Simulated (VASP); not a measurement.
Input of a VASP 6.6.1 run:

The input INCAR:

```
  ALGO = Normal
  EDIFF = 1E-7
  ENCUT = 520
  GGA = PS
  ISIF = 2
  ISMEAR = 0
  LASPH = T
  LCHARG = F
  LREAL = F
  LWAVE = F
  NBANDS = 7
  NELM = 60
  PREC = Accurate
  SIGMA = 0.1
```

File KPOINTS:

```
k-points
0
Gamma
  6 6 6
```

POSCAR

```
Mg
1.0
    0.0000000000      2.3612102577      2.3612102577
    2.3612102577      0.0000000000      2.3612102577
    2.3612102577      2.3612102577      0.0000000000
Mg
1
Direct
    0.0000000000      0.0000000000      0.0000000000
```

Potentials or basis: VASP PAW PBE potentials, release 64 (Mg).

Launch:

```console
$ cat potpaw_PBE.64/Mg/POTCAR > POTCAR
$ mpirun -np 1 vasp_std > vasp.out
```

Problem. Estimate the band gap on the k mesh.

Solution. Zero (bands 1 and 2 overlap by 1.81 eV).

Problem. Predict the pressure.

Solution. -4.4 GPa.

Caveat: the k points lie up to 0.38 Å⁻¹ apart, too coarse for converged energies and pressures of a metal; the PAW data sets were made with another functional, which shifts forces and pressure a little.
